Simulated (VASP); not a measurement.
# MoRu5 (P1) in VASP: single point with PBE

Aim: the single point of MoRu5 with PBE.

Everything below comes from runs of VASP 6.6.1. Logs are shortened: lines on timing, memory, paths and dates and some standing lists are left out, and cuts for length are marked.

## (1) The cell of the first run

The typed cell holds 12 atoms: a = 4.329 Å, b = 4.747 Å, c = 8.227 Å, α = 90.00°, β = 90.00°, γ = 90.00°.

## (2) Single point, PBE

INCAR reads:

```
PREC = Accurate ; ENCUT = 520
EDIFF = 1E-6 ; ISMEAR = 0
SIGMA = 0.2 ; LREAL = False
LASPH = True ; NELM = 80
ALGO = Fast ; ISIF = 2
LWAVE = False ; LCHARG = False
GGA = PE ; NBANDS = 96
KPAR = 4
```

KPOINTS reads:

```
regular mesh
0
Gamma
  6 6 4
```

POSCAR reads:

```
MoRu5
1.0
   -0.0000697747     -0.0001193203      4.3291922425
    4.7472786299      0.0000274796     -0.0002828112
    0.0000298534      8.2266816317      0.0001385451
Mo Ru
2 10
Direct
    0.0000735322      0.0000146756      0.0000467117
   -0.0000664916      0.5001159325      0.4999673995
   -0.0000284099      0.0000667547      0.3332979637
    0.0000120277      0.5000267887      0.8332450929
    0.0000957894      0.4999636655      0.1667187767
   -0.0001297493      1.0000758294      0.6667870361
    0.4998856579      0.3307741873      0.3308538231
    0.5000779495      0.8307580934      0.8308696950
    0.4998877910      0.8383195820      0.4999828670
    0.5001954931      0.3383655456      0.9999813653
    0.5001200547      0.8307156540      0.1691662166
    0.4998763551      0.3308032912      0.6690830524
```

Potentials or basis: VASP PAW PBE potentials, release 64 (Mo_sv, Ru_pv).

Command:

```console
$ cat potpaw_PBE.64/Mo_sv/POTCAR potpaw_PBE.64/Ru_pv/POTCAR > POTCAR
$ mpirun -np 4 vasp_std > vasp.out
```

OUTCAR:

```text
PREC = Accurate
   ENCUT = 520
   EDIFF = 1E-6
   ISMEAR = 0
   LREAL = False
   LASPH = True
   NELM = 80
   ISIF = 2
   GGA = PE

 ion  position               nearest neighbor table
   1  0.000  0.000  0.000-  10 2.70  11 2.70  10 2.70   8 2.70  11 2.70   8 2.70   5 2.74   5 2.74
                             3 2.74   6 2.74   4 2.74   4 2.74
   2  1.000  0.500  0.500-   9 2.69   9 2.70  12 2.70   7 2.70   7 2.70  12 2.70   3 2.74   3 2.74
                             5 2.74   6 2.74   4 2.74   6 2.74
   3  1.000  0.000  0.333-   7 2.67  11 2.67   7 2.67   9 2.67   9 2.68  11 2.68   5 2.74   2 2.74
                             5 2.74   2 2.74   1 2.74   6 2.74
   4  0.000  0.500  0.833-   8 2.67   8 2.67  10 2.67  12 2.67  12 2.68  10 2.68   6 2.74   6 2.74
                             1 2.74   2 2.74   1 2.74   5 2.74
   5  0.000  0.500  0.167-   7 2.67  11 2.67  11 2.67  10 2.67   7 2.68  10 2.68   3 2.74   1 2.74
                             3 2.74   1 2.74   2 2.74   4 2.74
   6  1.000  0.000  0.667-   8 2.67  12 2.67  12 2.67   9 2.68   8 2.68   9 2.68   4 2.74   4 2.74
                             1 2.74   2 2.74   2 2.74   3 2.74
   7  0.500  0.331  0.331-   3 2.67   5 2.67   3 2.67   5 2.68   2 2.70   2 2.70   9 2.72  11 2.72
                            11 2.72  10 2.72   9 2.78  12 2.78
   8  0.500  0.831  0.831-   6 2.67   4 2.67   4 2.67   6 2.68   1 2.70   1 2.70  10 2.72  12 2.72
                            12 2.72   9 2.72  10 2.78  11 2.78
   9  0.500  0.838  0.500-   3 2.67   3 2.68   6 2.68   6 2.68   2 2.69   2 2.70   7 2.72  12 2.72
                            11 2.72   8 2.72  12 2.78   7 2.78
  10  0.500  0.338  1.000-   4 2.67   5 2.67   5 2.68   4 2.68   1 2.70   1 2.70   8 2.72  11 2.72
                             7 2.72  12 2.72   8 2.78  11 2.78
  11  0.500  0.831  0.169-   5 2.67   5 2.67   3 2.67   3 2.68   1 2.70   1 2.70  10 2.72   7 2.72
                             7 2.72   9 2.72  10 2.78   8 2.78
  12  0.500  0.331  0.669-   6 2.67   6 2.67   4 2.67   4 2.68   2 2.70   2 2.70   9 2.72   8 2.72
                             8 2.72  10 2.72   9 2.78   7 2.78

  LATTYP: Found a simple monoclinic cell.
 ALAT       =     4.7472786384
 B/A-ratio  =     1.7329258001
 C/A-ratio  =     1.3533221154
 COS(beta)  =    -0.7388713772

  Lattice vectors:

 A1 = (   4.7472786299,   0.0000274796,  -0.0002828112)
 A2 = (  -0.0000298534,  -8.2266816317,  -0.0001385451)
 A3 = (  -4.7472088552,   0.0000918407,  -4.3289094313)

Analysis of symmetry for initial positions (statically):
=====================================================================
 Subroutine PRICEL returns:
 Original cell was already a primitive cell.

 Routine SETGRP: Setting up the symmetry group for a
 simple monoclinic supercell.

 Subroutine GETGRP returns: Found  1 space group operations
 (whereof  1 operations were pure point group operations)
 out of a pool of  4 trial point group operations.

The static configuration has the point symmetry C_1 .

Analysis of symmetry for dynamics (positions and initial velocities):
=====================================================================
 Subroutine PRICEL returns:
 Original cell was already a primitive cell.

 Routine SETGRP: Setting up the symmetry group for a
 simple monoclinic supercell.

 Subroutine GETGRP returns: Found  1 space group operations
 (whereof  1 operations were pure point group operations)
 out of a pool of  4 trial point group operations.

The dynamic configuration has the point symmetry C_1 .

 Subroutine INISYM returns: Found  1 space group operations
 (whereof  1 operations are pure point group operations),
 and found     1 'primitive' translations

----------------------------------------------------------------------------------------

                                     Primitive cell

  volume of cell :     169.0738

  direct lattice vectors                    reciprocal lattice vectors
    -0.000069775 -0.000119320  4.329192242     0.000013761 -0.000003890  0.230989973
     4.747278630  0.000027480 -0.000282811     0.210647000 -0.000000764  0.000003395
     0.000029853  8.226681632  0.000138545    -0.000000703  0.121555695  0.000003350

  length of vectors
     4.329192245  4.747278638  8.226681633     0.230989974  0.210647000  0.121555695

  position of ions in fractional coordinates (direct lattice)
     0.000073532  0.000014676  0.000046712
     0.999933508  0.500115933  0.499967400
     0.999971590  0.000066755  0.333297964
     0.000012028  0.500026789  0.833245093
[... 37 lines left out ...]
    -0.000000176  0.030388924  0.000000838     0.000000000  0.000000000  0.250000000

  Length of vectors
     0.038498329  0.035107833  0.030388924

  Shift w.r.t. Gamma in fractional coordinates (k-lattice)
     0.000000000  0.000000000  0.000000000

 Subroutine IBZKPT returns following result:
 ===========================================

 Found     76 irreducible k-points:

 Following reciprocal coordinates:
            Coordinates               Weight
  0.000000  0.000000  0.000000      1.000000
  0.166667 -0.000000  0.000000      2.000000
  0.333333 -0.000000  0.000000      2.000000
  0.500000  0.000000  0.000000      1.000000
  0.000000  0.166667 -0.000000      2.000000
  0.166667  0.166667  0.000000      2.000000
[... 16 lines left out ...]
 -0.166667  0.000000  0.250000      2.000000
  0.333333 -0.000000  0.250000      2.000000
 [... further k-points ...]
   k-points           NKPTS =     76   k-points in BZ     NKDIM =     76   number of bands    NBANDS=     96
   number of dos      NEDOS =    301   number of ions     NIONS =     12
   total plane-waves  NPLWV =  73728
   dimension x,y,z NGX =    32 NGY =   36 NGZ =   64
   dimension x,y,z NGXF=    64 NGYF=   72 NGZF=  128
   ions per type =               2  10
   NGX,Y,Z   is equivalent  to a cutoff of  12.29, 12.61, 12.93 a.u.
   NGXF,Y,Z  is equivalent  to a cutoff of  24.58, 25.21, 25.87 a.u.
 SYSTEM =  unknown system
   PREC   = accura    normal or accurate (medium, high low for compatibility)
   ISTART =      0    job   : 0-new  1-cont  2-samecut
   ICHARG =      2    charge: 1-file 2-atom 10-const
   ISPIN  =      1    spin polarized calculation?
   LNONCOLLINEAR =      F non collinear calculations
   LSORBIT =      F    spin-orbit coupling
   LASPH  =      T    aspherical Exc in radial PAW
   ENCUT  =  520.0 eV  38.22 Ry    6.18 a.u.   8.05  8.83 15.30*2*pi/ulx,y,z
   NELM   =     80;   NELMIN=  2; NELMDL= -5     # of ELM steps
   EDIFF  = 0.1E-05   stopping-criterion for ELM
   LREAL  =      F    real-space projection
   EDIFFG = 0.1E-04   stopping-criterion for IOM
   NSW    =      0    number of steps for IOM
   IBRION =     -1    ionic relax: 0-MD 1-quasi-New 2-CG
   NFREE  =      0    steps in history (QN), initial steepest desc. (CG)
   ISIF   =      2    stress and relaxation
   ISYM   =      2    0-nonsym 1-usesym 2-fastsym
   POTIM  = 0.5000    time-step for ionic-motion
   TEBEG  =    0.0;   TEEND  =   0.0 temperature during run
   PSTRESS=    0.0 pullay stress
   NELECT =     168.0000    total number of electrons
   NUPDOWN=      -1.0000    fix difference up-down
   EMIN   =  10.00;   EMAX   =-10.00  energy-range for DOS
   EFERMI =   0.00;   METHOD = LEGACY
   ISMEAR =     0;   SIGMA  =   0.20  broadening in eV -4-tet -1-fermi 0-gaus
   EFERMI_NEDOS =   21; number of points for ismear=-14 and -15
   IALGO  =     68    algorithm
   IMIX   =      4    mixing-type and parameters
     AMIX     =   0.40;   BMIX     =  1.00
     AMIX_MAG =   1.60;   BMIX_MAG =  1.00
  volume/ion in A,a.u.               =      14.09        95.08
  Fermi-wavevector in a.u.,A,eV,Ry     =   1.633625  3.087105 36.310306  2.668732
  Thomas-Fermi vector in A             =   2.725399
   LORBIT       =      0    0 simple, 1 ext, 2 COOP (PROOUT), +10 PAW based schemes
   GGA     = PE    functional components
   LHFCALC =     F    Hartree Fock is set to
   AEXX    =    0.0000 exact exchange contribution
   IVDW    =     0    specifies the selected vdW correction
   LEPSILON=     F    determine dielectric tensor
   LRPA    =     F    only Hartree local field effects (RPA)
 non-spin polarized calculation
 RMM-DIIS sequential band-by-band and
 Gauss-broadening in eV      SIGMA  =   0.20
  energy-cutoff  :      520.00
  volume of cell :      169.07
 maximum number of plane-waves:      4588
   NGX = 17   NGY = 17   NGZ = 31

 number of electron     168.0000028 magnetization

 Free energy of the ion-electron system (eV)
  ---------------------------------------------------
  ext. energy  EPLUGINS =         0.00000000
  ---------------------------------------------------
  free energy    TOTEN  =      -114.68787712 eV

  energy without entropy =     -114.49636865  energy(sigma->0) =     -114.59212288

 E-fermi :  12.4085     XC(G=0): -13.9052

 val. band max:       12.4045486600   @ k =  -0.1667   0.0000   0.2500
 cond. band min:      12.4312974950   @ k =   0.1667   0.3333   0.2500
 fundamental gap:      0.0267488350
 Fermi energy:        12.4084895146

 k-point     1 :       0.0000    0.0000    0.0000
  band No.  band energies     occupation
      1     -48.4840      2.00000
      2     -48.4833      2.00000
      3     -30.8661      2.00000
      4     -30.7412      2.00000
      5     -30.7403      2.00000
      6     -30.6273      2.00000
[... 2365 lines left out ...]
     95      14.0724      0.00000
     96      14.4754      0.00000

 [... further k-points ...]

------------------------ aborting loop because EDIFF is reached ----------------------------------------

  FORCE on cell =-STRESS in cart. coord.  units (eV):
  Direction    XX          YY          ZZ          XY          YZ          ZX
  --------------------------------------------------------------------------------------
  -------------------------------------------------------------------------------------
  Total        0.1029257      0.0934651     -0.2005010     -0.0050803      0.0021107      0.0146718
  in kB        0.9753449      0.8856944     -1.8999883     -0.0481423      0.0200015      0.1390330
  external PRESSURE =      -0.0129830 kB  Pullay stress =       0.0000000 kB

 VOLUME and BASIS-vectors are now :
 -----------------------------------------------------------------------------
  energy-cutoff  :      520.00
  volume of cell :      169.07
      direct lattice vectors                 reciprocal lattice vectors
    -0.000069775 -0.000119320  4.329192242     0.000013761 -0.000003890  0.230989973
     4.747278630  0.000027480 -0.000282811     0.210647000 -0.000000764  0.000003395
     0.000029853  8.226681632  0.000138545    -0.000000703  0.121555695  0.000003350

 POSITION                                       TOTAL-FORCE (eV/Angst)
 -----------------------------------------------------------------------------------
      0.00007      0.00038      0.00032         0.004379     -0.002972      0.000032
      2.37413      4.11297      4.32883         0.000579      0.002097      0.000175
      0.00026      2.74182      4.32912        -0.000464     -0.001032      0.000718
      2.37379      6.85486      0.00003         0.002611      0.000897      0.000462
      2.37347      1.37156      0.00030         0.005666      0.000101     -0.002989
      0.00031      5.48533      4.32872         0.000026     -0.005231      0.005085
      1.57025      2.72178      2.16405        -0.011074     -0.016774      0.005771
      3.94383      6.83526      2.16481        -0.009608     -0.015039     -0.004453
      3.97972      4.11316      2.16394         0.016400      0.004172      0.003137
      1.60631      8.22648      2.16549         0.011159     -0.000256     -0.007650
      3.94361      1.39164      2.16490        -0.008098      0.013247     -0.004780
      1.57040      5.50428      2.16406        -0.011575      0.020791      0.004492
 -----------------------------------------------------------------------------------
    total drift:                                0.000217     -0.000017      0.000015

  FREE ENERGIE OF THE ION-ELECTRON SYSTEM (eV)
  ---------------------------------------------------
  free  energy   TOTEN  =      -114.6878771202 eV

  energy  without entropy=     -114.4963686490  energy(sigma->0) =     -114.59212288
```

It took 7.9 min on 4 MPI ranks of Intel Xeon Platinum 8259CL at 2.50GHz (Skylake/Cascade Lake), shared host; peak memory 0.85 GiB.

Results:

```
Free energy            : -114.6879 eV
Pressure               : 0.0 GPa
Largest force          : 0.024 eV/Å
Band gap on the k mesh : zero (bands 84 and 85 overlap by 1.23 eV)
```

Forces on the atoms (eV/Å):
```
Mo   0.004 -0.003  0.000
Mo   0.001  0.002  0.000
Ru   0.000 -0.001  0.001
Ru   0.003  0.001  0.000
Ru   0.006  0.000 -0.003
Ru   0.000 -0.005  0.005
Ru  -0.011 -0.017  0.006
Ru  -0.010 -0.015 -0.004
Ru   0.016  0.004  0.003
Ru   0.011  0.000 -0.008
Ru  -0.008  0.013 -0.005
Ru  -0.012  0.021  0.004
```

Stress tensor (GPa, compression positive):
```
 0.10  0.00  0.01
 0.00  0.09  0.00
 0.01  0.00 -0.19
```

The gap in the log of VASP goes by the Fermi energy; the results here count the filled bands.